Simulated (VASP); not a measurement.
# Si2Mo (I4/mmm) in VASP: notebook

The runs below take Si2Mo through relaxation of cell and atoms, single point, with revPBE, PBEsol.

Everything below comes from runs of VASP 6.6.1. Logs are shortened: lines on timing, memory, paths and dates and some standing lists are left out, and cuts for length are marked.

## Step 1: The cell of the first run

Symmetry: I4/mmm, No. 139, tetragonal system. Conventional cell: a = 3.200 Å, b = 3.200 Å, c = 7.861 Å, α = 90.00°, β = 90.00°, γ = 90.00°. Within 3.5 Å of Mo (site symmetry 4/mmm) lie 10 Si at 2.62 Å and 4 Mo at 3.20 Å. Si (site symmetry 4mm) has 9 Si at 2.61 to 3.20 Å and 5 Mo at 2.62 Å within 3.4 Å.

## Step 2: Relaxation of cell and atoms, revPBE

Input file INCAR:

```
SYSTEM = Si2Mo
  PREC = Accurate
  ENCUT = 600
  EDIFF = 1E-6
  ISMEAR = -1
  SIGMA = 0.05
  LREAL = .False.
  LASPH = .True.
  NELM = 60
  ALGO = Normal
  ISIF = 3
  LWAVE = .False.
  LCHARG = .False.
  GGA = RE
  IBRION = 2
  NSW = 60
  EDIFFG = -0.01
```

Input file KPOINTS:

```
regular mesh
0
Gamma
  12 12 12
  0 0 0
```

Input file POSCAR:

```
Si2Mo
1.0
   -1.6000000000      1.6000000000      3.9305000000
    1.6000000000     -1.6000000000      3.9305000000
    1.6000000000      1.6000000000     -3.9305000000
Mo Si
1 2
Direct
    0.0000000000      0.0000000000      0.0000000000
    0.6670000000      0.6670000000      0.0000000000
    0.3330000000      0.3330000000      0.0000000000
```

Potentials or basis: VASP PAW PBE potentials, release 64 (Mo_sv, Si).

On the command line:

```
$ cat potpaw_PBE.64/Mo_sv/POTCAR potpaw_PBE.64/Si/POTCAR > POTCAR
$ mpirun -np 1 vasp_std > vasp.out
```

OUTCAR:

```text
SYSTEM = Si2Mo
   PREC = Accurate
   ENCUT = 600
   EDIFF = 1E-6
   ISMEAR = -1
   LREAL = .False.
   LASPH = .True.
   NELM = 60
   ISIF = 3
   GGA = RE
   IBRION = 2
   NSW = 60
   EDIFFG = -0.01

 ion  position               nearest neighbor table
   1  0.000  0.000  0.000-   2 2.62   3 2.62   2 2.62   3 2.62   2 2.62   3 2.62   3 2.62   2 2.62
                             2 2.62   3 2.62
   2  0.667  0.667  0.000-   3 2.61   3 2.61   3 2.61   3 2.61   1 2.62   1 2.62   1 2.62   1 2.62
                             1 2.62   3 2.63
   3  0.333  0.333  0.000-   2 2.61   2 2.61   2 2.61   2 2.61   1 2.62   1 2.62   1 2.62   1 2.62
                             1 2.62   2 2.63

  LATTYP: Found a body centered tetragonal cell.
 ALAT       =     3.2000000000
 C/A-ratio  =     2.4565625000

  Lattice vectors:

 A1 = (  -1.6000000000,   1.6000000000,   3.9305000000)
 A2 = (   1.6000000000,  -1.6000000000,   3.9305000000)
 A3 = (   1.6000000000,   1.6000000000,  -3.9305000000)

Analysis of symmetry for initial positions (statically):
=====================================================================
 Subroutine PRICEL returns:
 Original cell was already a primitive cell.

 Routine SETGRP: Setting up the symmetry group for a
 body centered tetragonal supercell.

 Subroutine GETGRP returns: Found 16 space group operations
 (whereof 16 operations were pure point group operations)
 out of a pool of 16 trial point group operations.

The static configuration has the point symmetry D_4h.

Analysis of symmetry for dynamics (positions and initial velocities):
=====================================================================
 Subroutine PRICEL returns:
 Original cell was already a primitive cell.

 Routine SETGRP: Setting up the symmetry group for a
 body centered tetragonal supercell.

 Subroutine GETGRP returns: Found 16 space group operations
 (whereof 16 operations were pure point group operations)
 out of a pool of 16 trial point group operations.

The dynamic configuration has the point symmetry D_4h.

 Subroutine INISYM returns: Found 16 space group operations
 (whereof 16 operations are pure point group operations),
 and found     1 'primitive' translations

----------------------------------------------------------------------------------------

                                     Primitive cell

  volume of cell :      40.2483

  direct lattice vectors                    reciprocal lattice vectors
    -1.600000000  1.600000000  3.930500000     0.000000000  0.312500000  0.127210279
     1.600000000 -1.600000000  3.930500000     0.312500000  0.000000000  0.127210279
     1.600000000  1.600000000 -3.930500000     0.312500000  0.312500000  0.000000000

  length of vectors
     4.535287229  4.535287229  4.535287229     0.337399918  0.337399918  0.441941738

  position of ions in fractional coordinates (direct lattice)
     0.000000000  0.000000000  0.000000000
     0.667000000  0.667000000  0.000000000
     0.333000000  0.333000000  0.000000000

  ion indices of the primitive-cell ions
   primitive index   ion index
                 1           1
                 2           2
                 3           3

----------------------------------------------------------------------------------------

 KPOINTS: regular mesh

Automatic generation of k-mesh.
 Grid dimensions read from file:
 generate k-points for:   12   12   12

 Generating k-lattice:

  Cartesian coordinates                     Fractional coordinates (reciprocal lattice)
     0.000000000  0.026041667  0.010600857     0.083333333  0.000000000 -0.000000000
     0.026041667  0.000000000  0.010600857     0.000000000  0.083333333 -0.000000000
     0.026041667  0.026041667  0.000000000     0.000000000  0.000000000  0.083333333

  Length of vectors
     0.028116660  0.028116660  0.036828478

  Shift w.r.t. Gamma in fractional coordinates (k-lattice)
     0.000000000  0.000000000  0.000000000

 Subroutine IBZKPT returns following result:
 ===========================================

 Found    163 irreducible k-points:

 Following reciprocal coordinates:
            Coordinates               Weight
  0.000000  0.000000  0.000000      1.000000
  0.083333 -0.000000  0.000000      8.000000
  0.166667 -0.000000  0.000000      8.000000
  0.250000 -0.000000  0.000000      8.000000
  0.333333 -0.000000  0.000000      8.000000
  0.416667  0.000000  0.000000      8.000000
[... 16 lines left out ...]
  0.500000  0.166667  0.000000     16.000000
 -0.416667  0.166667  0.000000     16.000000
 [... further k-points ...]
   k-points           NKPTS =    163   k-points in BZ     NKDIM =    163   number of bands    NBANDS=     15
   number of dos      NEDOS =    301   number of ions     NIONS =      3
   total plane-waves  NPLWV =  46656
   dimension x,y,z NGX =    36 NGY =   36 NGZ =   36
   dimension x,y,z NGXF=    72 NGYF=   72 NGZF=   72
   ions per type =               1   2
   NGX,Y,Z   is equivalent  to a cutoff of  13.20, 13.20, 13.20 a.u.
   NGXF,Y,Z  is equivalent  to a cutoff of  26.39, 26.39, 26.39 a.u.
 SYSTEM =  Si2Mo
   PREC   = accura    normal or accurate (medium, high low for compatibility)
   ISTART =      0    job   : 0-new  1-cont  2-samecut
   ICHARG =      2    charge: 1-file 2-atom 10-const
   ISPIN  =      1    spin polarized calculation?
   LNONCOLLINEAR =      F non collinear calculations
   LSORBIT =      F    spin-orbit coupling
   LASPH  =      T    aspherical Exc in radial PAW
   ENCUT  =  600.0 eV  44.10 Ry    6.64 a.u.   9.06  9.06  9.06*2*pi/ulx,y,z
   NELM   =     60;   NELMIN=  2; NELMDL= -5     # of ELM steps
   EDIFF  = 0.1E-05   stopping-criterion for ELM
   LREAL  =      F    real-space projection
   EDIFFG = -.1E-01   stopping-criterion for IOM
   NSW    =     60    number of steps for IOM
   IBRION =      2    ionic relax: 0-MD 1-quasi-New 2-CG
   NFREE  =      1    steps in history (QN), initial steepest desc. (CG)
   ISIF   =      3    stress and relaxation
   ISYM   =      2    0-nonsym 1-usesym 2-fastsym
   POTIM  = 0.5000    time-step for ionic-motion
   TEBEG  =    0.0;   TEEND  =   0.0 temperature during run
   PSTRESS=    0.0 pullay stress
   NELECT =      22.0000    total number of electrons
   NUPDOWN=      -1.0000    fix difference up-down
   EMIN   =  10.00;   EMAX   =-10.00  energy-range for DOS
   EFERMI =   0.00;   METHOD = LEGACY
   ISMEAR =    -1;   SIGMA  =   0.05  broadening in eV -4-tet -1-fermi 0-gaus
   EFERMI_NEDOS =   21; number of points for ismear=-14 and -15
   IALGO  =     38    algorithm
   IMIX   =      4    mixing-type and parameters
     AMIX     =   0.40;   BMIX     =  1.00
     AMIX_MAG =   1.60;   BMIX_MAG =  1.00
  volume/ion in A,a.u.               =      13.42        90.54
  Fermi-wavevector in a.u.,A,eV,Ry     =   1.338546  2.529484 24.377614  1.791704
  Thomas-Fermi vector in A             =   2.467007
   LORBIT       =      0    0 simple, 1 ext, 2 COOP (PROOUT), +10 PAW based schemes
   GGA     = RE    functional components
   LHFCALC =     F    Hartree Fock is set to
   AEXX    =    0.0000 exact exchange contribution
   IVDW    =     0    specifies the selected vdW correction
   LEPSILON=     F    determine dielectric tensor
   LRPA    =     F    only Hartree local field effects (RPA)
 conjugate gradient relaxation of ions
 non-spin polarized calculation
  energy-cutoff  :      600.00
  volume of cell :       40.25
 maximum number of plane-waves:      1362
   NGX = 19   NGY = 19   NGZ = 19

--------------------------------------- Ionic step        1  -------------------------------------------

 number of electron      22.0000000 magnetization

 Free energy of the ion-electron system (eV)
  ---------------------------------------------------
  ext. energy  EPLUGINS =         0.00000000
  ---------------------------------------------------
  free energy    TOTEN  =       -22.32096283 eV

  energy without entropy =      -22.31869929  energy(sigma->0) =      -22.31983106

------------------------ aborting loop because EDIFF is reached ----------------------------------------

  FORCE on cell =-STRESS in cart. coord.  units (eV):
  Direction    XX          YY          ZZ          XY          YZ          ZX
  --------------------------------------------------------------------------------------
  -------------------------------------------------------------------------------------
  Total        1.1117429      1.1117429      0.8431537      0.0000000     -0.0000000      0.0000000
  in kB       44.2554951     44.2554951     33.5636786      0.0000000     -0.0000000      0.0000000
  external PRESSURE =      40.6915562 kB  Pullay stress =       0.0000000 kB
[... 170 lines left out ...]
  energy  without entropy=      -22.3330035237  energy(sigma->0) =      -22.33428405

--------------------------------------- Ionic step        6  -------------------------------------------

 number of electron      22.0000000 magnetization

 Free energy of the ion-electron system (eV)
  ---------------------------------------------------
  ext. energy  EPLUGINS =         0.00000000
  ---------------------------------------------------
  free energy    TOTEN  =       -22.33566881 eV

  energy without entropy =      -22.33310706  energy(sigma->0) =      -22.33438794

 E-fermi :  11.9909     XC(G=0): -12.3050

 val. band max:       11.9890955684   @ k =   0.0833  -0.0000   0.0000
 cond. band min:      12.0025525709   @ k =  -0.0833  -0.1667   0.0833
 fundamental gap:      0.0134570025
 Fermi energy:        11.9908538806

 k-point     1 :       0.0000    0.0000    0.0000
  band No.  band energies     occupation
      1     -48.7495      2.00000
      2     -22.8847      2.00000
      3     -22.8232      2.00000
      4     -22.8232      2.00000
      5      -1.2512      2.00000
      6       5.7476      2.00000
      7       8.5916      2.00000
      8       9.0602      2.00000
      9       9.4409      2.00000
     10       9.4409      2.00000
     11      12.3527      0.00144
     12      15.0460      0.00000
     13      15.2329      0.00000
     14      15.4540      0.00000
     15      15.4540      0.00000
[... 397 lines left out ...]
 k-point    24 :      -0.4167    0.1667    0.0000
  band No.  band energies     occupation
      1     -48.7301      2.00000
      2     -23.0326      2.00000
      3     -22.8607      2.00000
      4     -22.8583      2.00000
      5       1.6310      2.00000
      6       4.1490      2.00000
      7       6.7428      2.00000
      8       8.1140      2.00000
      9       9.4224      2.00000
     10       9.9498      2.00000
     11      10.1202      2.00000
     12      13.9742      0.00000
     13      14.2363      0.00000
     14      15.6767      0.00000
     15      16.2763      0.00000

 [... further k-points ...]

------------------------ aborting loop because EDIFF is reached ----------------------------------------

  FORCE on cell =-STRESS in cart. coord.  units (eV):
  Direction    XX          YY          ZZ          XY          YZ          ZX
  --------------------------------------------------------------------------------------
  -------------------------------------------------------------------------------------
  Total       -0.0013471     -0.0013471     -0.0139656      0.0000000     -0.0000000      0.0000000
  in kB       -0.0525238     -0.0525238     -0.5445204      0.0000000     -0.0000000      0.0000000
  external PRESSURE =      -0.2165227 kB  Pullay stress =       0.0000000 kB
[... 18 lines left out ...]
  FREE ENERGIE OF THE ION-ELECTRON SYSTEM (eV)
  ---------------------------------------------------
  free  energy   TOTEN  =       -22.3356688130 eV

  energy  without entropy=      -22.3331070642  energy(sigma->0) =      -22.33438794

 reached required accuracy - stopping structural energy minimisation
```

Run time: 4.5 min. Hardware: 1 thread of Intel Xeon 6975P-C (Granite Rapids), shared host; peak memory 0.29 GiB.

What came out:

- Free energy: -22.3357 eV
- Relaxed volume: 13.70 Å³/atom
- Relaxed cell: a = 4.559 Å, b = 4.559 Å, c = 4.559 Å, α = 138.56°, β = 138.56°, γ = 60.05°
- Space group after relaxing (to 0.05 Å): I4/mmm (No. 139)
- Energy gained by relaxing: 4.9 meV/atom
- Ionic steps: 6
- Pressure after relaxing: 0.0 GPa
- Band gap on the k mesh: zero (band 11 reaches 12.45 eV, above the bottom of band 12 at 11.52 eV)

The path:
```tsv
step	energy change (eV)	largest force (eV/Å)	pressure (GPa)	volume (Å³)
1	0.0000	0.2525	4.07	40.25
2	0.0064	0.1255	-5.45	42.27
3	-0.0125	0.1893	-0.44	41.14
4	-0.0146	0.0248	-0.01	41.09
5	-0.0146	0.0205	0.01	41.09
6	-0.0147	0.0020	-0.02	41.09
```

Final structure:
```xyz
3
Lattice="-1.6132 1.6132 3.9475 1.6132 -1.6132 3.9475 1.6132 1.6132 -3.9475" Properties=species:S:1:pos:R:3 pbc="T T T"
Mo    1.6132    1.6132   -3.9475
Si    0.0000    0.0000    5.2498
Si    0.0000    0.0000    2.6451
```

Levels at points of the mesh, in eV from the Fermi level:
| k point | band 7 | band 8 | band 9 | band 10 | band 11 | band 12 | band 13 | band 14 | band 15 |
| --- | --- | --- | --- | --- | --- | --- | --- | --- | --- |
| (0.00, 0.00, 0.00) | -3.40 | -2.93 | -2.55 | -2.55 | 0.36 | 3.06 | 3.24 | 3.46 | 3.46 |
| (0.50, 0.00, 0.00) | -4.84 | -4.42 | -2.51 | -2.48 | -0.48 | 2.20 | 3.07 | 3.94 | 4.17 |
| (0.50, 0.50, 0.00) | -5.55 | -5.18 | -4.35 | -2.95 | -1.21 | 2.25 | 2.66 | 3.09 | 3.28 |
| (0.50, 0.50, 0.50) | -3.40 | -2.12 | -0.55 | -0.55 | -0.47 | -0.47 | 0.49 | 4.69 | 4.97 |

Caveat: the PAW data sets were made with another functional, which shifts forces and pressure a little. Zero-point motion and thermal expansion aren't in these numbers.

[end of part 1 of 2]
